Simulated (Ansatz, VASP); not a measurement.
# WS in VASP and in Ansatz

POSCAR

```
WS
1.0
    3.0078900000      0.0000000000      0.0000000000
    0.0000000000      3.0078900000      0.0000000000
    0.0000000000      0.0000000000      3.0078900000
W S
1 1
Direct
    0.5000000000      0.5000000000      0.5000000000
    0.0000000000      0.0000000000      0.0000000000
```

File INCAR.step1:

```
SYSTEM = WS
ALGO     = Normal         ! electronic algorithm
EDIFF    = 1E-5           ! SCF threshold, eV
ENCUT    = 520            ! plane-wave cutoff, eV
GGA      = PE             ! functional
ISIF     = 2              ! what is computed and relaxed
ISMEAR   = -1             ! smearing method
LASPH    = .True.         ! aspherical terms in the spheres
LCHARG   = .False.        ! write CHGCAR
LREAL    = .False.        ! projectors in reciprocal space
LWAVE    = .True.         ! write WAVECAR
NBANDS   = 17             ! bands
NELM     = 60             ! most SCF steps
PREC     = Accurate       ! precision mode
SIGMA    = 0.05           ! smearing width, eV
```

Contents of INCAR.step2:

```
SYSTEM = WS
ALGO     = Normal         ! electronic algorithm
EDIFF    = 1E-6           ! SCF threshold, eV
ENCUT    = 520            ! plane-wave cutoff, eV
GGA      = PE             ! functional
HFSCREEN = 0.2079         ! screening, 1/A
ISIF     = 2              ! what is computed and relaxed
ISMEAR   = -1             ! smearing method
ISTART   = 1            
LASPH    = .True.         ! aspherical terms in the spheres
LCHARG   = .False.        ! write CHGCAR
LHFCALC  = .True.         ! exact exchange
LREAL    = .False.        ! projectors in reciprocal space
LWAVE    = .False.        ! write WAVECAR
NBANDS   = 17             ! bands
NELM     = 60             ! most SCF steps
PREC     = Accurate       ! precision mode
PRECFOCK = Normal       
SIGMA    = 0.05           ! smearing width, eV
```

Contents of KPOINTS:

```
k-points
0
Gamma
  5 5 5
  0 0 0
```

File input:

```
crystal:
  lattice:
    - [3.00789, 0.0, 0.0]
    - [0.0, 3.00789, 0.0]
    - [0.0, 0.0, 3.00789]
  atoms:
    - { symbol: W, position: [0.5, 0.5, 0.5] }
    - { symbol: S, position: [0.0, 0.0, 0.0] }
hamiltonian:
  xc: hse06
  pseudopotentials: { kind: paw }
kpoints:
  mp_grid: { grid: [5, 5, 5] }
  band_path:
    path:
      - [[0.0, 0.0, 0.0], [0.0, 0.5, 0.0], [0.5, 0.5, 0.0], [0.0, 0.0, 0.0], [0.5, 0.5, 0.5], [0.0, 0.5, 0.0]]
      - [[0.5, 0.5, 0.0], [0.5, 0.5, 0.5]]
    npoints: 4
scf:
  occupations: { method: fermi_dirac, width: 0.05 }
  n_extra_bands: 6
output:
  forces: true
  stress: true
  eigenvalues: true
  fatbands: false
  write_density: true
  write_potential: true
  elf: true
  volumetric_format: npy
```

Alike in both runs: functional HSE06; k mesh 5 × 5 × 5; occupations fermi-dirac, width 0.05 eV; no spin polarisation.

|  | VASP | Ansatz |
| --- | --- | --- |
| version | VASP 6.6.1 | Ansatz 0.2.0 |
| potentials or method | VASP PAW PBE potentials, release 64 (W_sv, S) | Ansatz PAW |
| plane-wave cutoff (eV) | 520 | 420 |
| valence electrons in the cell | 20 | 20 |
| task | single point | band structure |

VASP gave:

* gap on the k mesh at the Fermi level (eV): none
* pressure (GPa): -8.4

Q: What did Ansatz give for the same quantities?

A: gap on the k mesh at the Fermi level (eV): none; pressure (GPa): -8.0.

A gap of «none» marks a metal or a gap that the smearing closes.

The k mesh is coarse, so the values compare programs but aren't converged. Neither program's run includes spin-orbit coupling.
